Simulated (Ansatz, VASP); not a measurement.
# Two plane-wave programs on Hf4N

The input INCAR:

```
SYSTEM = Hf4N
  PREC = Accurate
  ENCUT = 600
  EDIFF = 1E-6
  ISMEAR = 0
  SIGMA = 0.2
  LREAL = .False.
  LASPH = .True.
  NELM = 80
  ALGO = Normal
  ISIF = 3
  LWAVE = .False.
  LCHARG = .False.
  GGA = PE
  IBRION = 2
  NSW = 36
  EDIFFG = -0.08
```

Contents of KPOINTS:

```
regular mesh
0
Gamma
  3 5 3
  0 0 0
```

POSCAR

```
Hf4N
1.0
    4.9500000000      0.0000000000      0.0000000000
    0.0000000000      3.1400000000      0.0000000000
    0.0000000000      0.0000000000      5.4400000000
Hf N
4 1
Direct
    0.2500000000      0.5000000000      0.8333300000
    0.7500000000      0.5000000000      0.1666700000
    0.7500000000      0.0000000000      0.6666700000
    0.2500000000      0.0000000000      0.3333300000
    0.0000000000      0.0000000000      0.0000000000
```

Input for Ansatz:

```yaml
crystal:
  lattice:
    - [4.95, 0.0, 0.0]
    - [0.0, 3.14, 0.0]
    - [0.0, 0.0, 5.44]
  atoms:
    - { symbol: Hf, position: [0.25, 0.5, 0.83333] }
    - { symbol: Hf, position: [0.75, 0.5, 0.16667] }
    - { symbol: Hf, position: [0.75, 0.0, 0.66667] }
    - { symbol: Hf, position: [0.25, 0.0, 0.33333] }
    - { symbol: "N", position: [0.0, 0.0, 0.0] }
basis:
  ecutwfc: 420
kpoints:
  mp_grid: { grid: [3, 5, 3] }
hamiltonian:
  xc: pbe
scf:
  occupations: { method: gaussian, width: 0.2 }
  lower_state_search: "off"
output:
  forces: true
  stress: true
  eigenvalues: true
relax:
  adjacent_minimum: "off"
  f_tol: 0.08
  max_steps: 16
  cell: { stress_tol: 0.8 }
```

Alike in both runs: task relaxation of cell and atoms; functional PBE; k mesh 3 × 5 × 3; occupations gaussian, width 0.2 eV; no spin polarisation.

```csv
,VASP,Ansatz
version,VASP 6.6.1,Ansatz 0.2.0
potentials or method,"VASP PAW PBE potentials, release 64 (Hf_pv, N), cutoff 600 eV","scalar-relativistic, plane waves, PAW"
valence electrons in the cell,45,109
```

|  | VASP | Ansatz | Ansatz less VASP |
| --- | --- | --- | --- |
| gap on the k mesh at the Fermi level, each at its own relaxed structure (eV) | none | none | - |
| relaxed volume (Å³/atom) | 18.60 | 18.68 | +0.075 |
| relaxed cell length with the largest relative difference (Å) | 5.643 | 5.656 | +0.0134 |

A gap of «none» marks a metal or a gap that the smearing closes. VASP's potentials hold 45 valence electrons a cell and Ansatz's 109, so a difference there can come from the potentials and not from the codes.

The k mesh is coarse, so the values compare programs but aren't converged. Neither program's run includes spin-orbit coupling.
